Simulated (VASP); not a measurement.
NaCl:

```
Na Cl
1.0
     0.00000    3.01009    3.21831
     3.01009    0.00000    3.21831
     3.01009    3.01009    0.00000
Na Cl
1 1
Direct
  0.00000 0.00000 0.00000
  0.25000 0.25000 0.25000
```

This cell differs from its parent crystal: epitaxial xy strain -2.5%.

Base run:

- Program: VASP 6.6.1
- Functional: r2SCAN
- Potentials or basis: VASP PAW PBE potentials, release 64 (Na_pv, Cl)
- Cutoff: 550 eV
- k mesh: 8 × 8 × 8
- Occupations: gaussian, width 0.01 eV
- Spin: no spin polarisation

Its results: band gap on the k mesh 5.55 eV; pressure 0.0 GPa.

**Question.** The run is repeated on the same cell with these changes: functional from r2SCAN to PBE; cutoff from 550 eV to 500 eV; k mesh from 8 × 8 × 8 to 4 × 4 × 4. What comes out?

**Answer.** Band gap on the k mesh 4.93 eV; pressure 0.8 GPa.

Several settings changed at once.

Caveats: some runs use coarse meshes; the PAW data sets were made with another functional, which shifts forces and pressure a little (at least some runs).

A k mesh can miss the band edges.
